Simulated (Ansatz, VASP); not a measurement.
Given: the input of a run of Ansatz 0.2.0 on Ga.

input.yaml

```yaml
crystal:
  lattice:
    - [1.45, -4.065, 0.0]
    - [1.45, 4.065, 0.0]
    - [0.0, 0.0, 3.17]
  atoms:
    - { symbol: Ga, position: [0.867, 0.133, 0.25] }
    - { symbol: Ga, position: [0.133, 0.867, 0.75] }
kpoints:
  mp_grid: { grid: [10, 10, 8] }
scf:
  occupations: { method: gaussian, width: 0.05 }
hamiltonian:
  xc: pbe
  pseudopotentials: { kind: all_electron, lapw: { basis_error: 0.001 } }
output:
  forces: true
  stress: true
  eigenvalues: true
```

Potentials or basis: all-electron LAPW, scalar-relativistic.

Launch:

```sh
$ ansatz run input.yaml --threads 1 --pin off --max-ram 3072MiB --backend cpu --events-out ev --progress --plain --runs-dir out
```

Question: Translate it to VASP 6.6.1. Potentials there: VASP PAW PBE potentials, release 64 (Ga_d).

Answer: As run (the cutoff follows the program's own potentials):

The input INCAR:

```
ALGO     = Normal         # electronic algorithm
EDIFF    = 1E-7           # SCF threshold, eV
ENCUT    = 520            # plane-wave cutoff, eV
GGA      = PE             # functional
ISIF     = 2              # what is computed and relaxed
ISMEAR   = 0              # smearing method
LASPH    = T              # aspherical terms in the spheres
LCHARG   = F              # write CHGCAR
LREAL    = F              # projectors in reciprocal space
LWAVE    = F              # write WAVECAR
NBANDS   = 20             # bands
NELM     = 60             # most SCF steps
PREC     = Accurate       # precision mode
SIGMA    = 0.05           # smearing width, eV
```

Contents of KPOINTS:

```
k-points
0
Gamma
  10 10 8
```

The input POSCAR:

```
Ga
1.0
    1.4500000000     -4.0650000000      0.0000000000
    1.4500000000      4.0650000000      0.0000000000
    0.0000000000      0.0000000000      3.1700000000
Ga
2
Direct
    0.8670000000      0.1330000000      0.2500000000
    0.1330000000      0.8670000000      0.7500000000
```

Potentials or basis: VASP PAW PBE potentials, release 64 (Ga_d).

Run with:

```console
$ cat potpaw_PBE.64/Ga_d/POTCAR > POTCAR
$ mpirun -np 1 vasp_std > vasp.out
```

Both were run:

|  | VASP | Ansatz | Ansatz less VASP |
| --- | --- | --- | --- |
| gap on the k mesh at the Fermi level (eV) | none | none | - |
| pressure (GPa) | 1.5 | 1.4 | -0.08 |
| traceless stress, the component that is largest in VASP (GPa) | -1.85 | -1.83 | +0.016 |
| rms of the force components (eV/Å) | 0.124 | 0.123 | -0.0008 |

Atom by atom the forces differ by 0.001 eV/Å (rms over components). A gap of «none» marks a metal or a gap that the smearing closes. Ansatz ran all-electron here, and VASP with PAW potentials.
